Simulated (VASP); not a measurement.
Write the native input for VASP 6.6.1 that does the following.

| Quantity | Value |
| --- | --- |
| Task | single point |
| Functional | PBEsol |
| Potentials or basis | VASP PAW PBE potentials, release 64 (Sb) |
| Cutoff | 500 eV |
| k mesh | 6 × 6 × 6 |
| Occupations | methfessel-paxton, width 0.1 eV |
| Spin | no spin polarisation |
| Dipole correction | no |
| Further INCAR settings | ALGO = Normal; EDIFF = 1e-06; NBANDS = 8 |

The structure of Sb lies in POSCAR:

```
Sb
1.0
    3.0602225481      0.0000000000      0.0000000000
    0.0000000000      3.0602225481      0.0000000000
    0.0000000000      0.0000000000      3.0602225481
Sb
1
Direct
    0.0000000000      0.0000000000      0.0000000000
```

These files were run (other wordings do the same):

INCAR

```
PREC = Accurate
ENCUT = 500
EDIFF = 1E-6
ISMEAR = 1
SIGMA = 0.1
LREAL = False
LASPH = True
NELM = 120
ALGO = Normal
ISIF = 2
LWAVE = False
LCHARG = False
GGA = PS
NBANDS = 8
GGA_COMPAT = False
```

KPOINTS

```
Automatic mesh
0
Gamma
  6 6 6
```

Potentials or basis: VASP PAW PBE potentials, release 64 (Sb).

The run is started by

```console
$ cat potpaw_PBE.64/Sb/POTCAR > POTCAR
$ mpirun -np 1 vasp_std > vasp.out
```

It gave:

| Property | Result |
| --- | --- |
| Pressure | 0.0 GPa |

Caveat: the PAW data sets were made with another functional, which shifts forces and pressure a little.

Wall time 3 s on 1 thread of Intel Xeon 6975P-C, with other jobs on the host, peak memory 0.13 GiB.
